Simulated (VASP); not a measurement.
Set up this calculation in VASP 6.6.1, as the native input.

```
Task                   : single point
Functional             : PBEsol
Dispersion             : D3(BJ)
Potentials or basis    : VASP PAW PBE potentials, release 64 (C)
Cutoff                 : 520 eV
k mesh                 : 18 × 18 × 6
Occupations            : gaussian, width 0.15 eV
Spin                   : no spin polarisation
Dipole correction      : no
Further INCAR settings : ALGO = Normal; EDIFF = 1e-06; NBANDS = 16
```

The structure of C lies in POSCAR:

```
C
1.0
    2.4580081300     -0.2458008130      0.0000000000
   -1.4418738133      2.2515978898      0.0000000000
    0.0000000000      0.0000000000      6.8873453840
C
4
Direct
    0.0000000000      0.0000000000      0.0025000000
    0.0000000000      0.0000000000      0.5025000000
    0.3333333333      0.6666666667      0.0025000000
    0.6666666667      0.3333333333      0.5025000000
```

This cell differs from its parent crystal: engineering shear strain xy -0.2000, normal strain along z +0.0467.

The input as run:

INCAR

```
PREC = Accurate ; ENCUT = 520
EDIFF = 1E-6 ; ISMEAR = 0
SIGMA = 0.15 ; LREAL = False
LASPH = True ; NELM = 80
ALGO = Normal ; ISIF = 2
LWAVE = False ; LCHARG = False
GGA = PS ; IVDW = 12
NBANDS = 16
```

KPOINTS

```
Automatic mesh
0
Gamma
  18 18 6
```

Potentials or basis: VASP PAW PBE potentials, release 64 (C).

Command:

```sh
$ cat potpaw_PBE.64/C/POTCAR > POTCAR
$ mpirun -np 1 vasp_std > vasp.out
```

It gave:

* Pressure: 15.9 GPa
* Largest force: 3.166 eV/Å
* Band gap on the k mesh: 0.35 eV, direct
* Dispersion energy per atom: -0.100 eV

Caveat: the cell differs from its parent crystal (engineering shear strain xy -0.2000, normal strain along z +0.0467); the PAW data sets were made with another functional, which shifts forces and pressure a little.

Wall time 2.4 min on 1 thread of Intel(R) Xeon(R) 6975P-C (Granite Rapids), with other jobs on the host, peak memory 0.37 GiB.
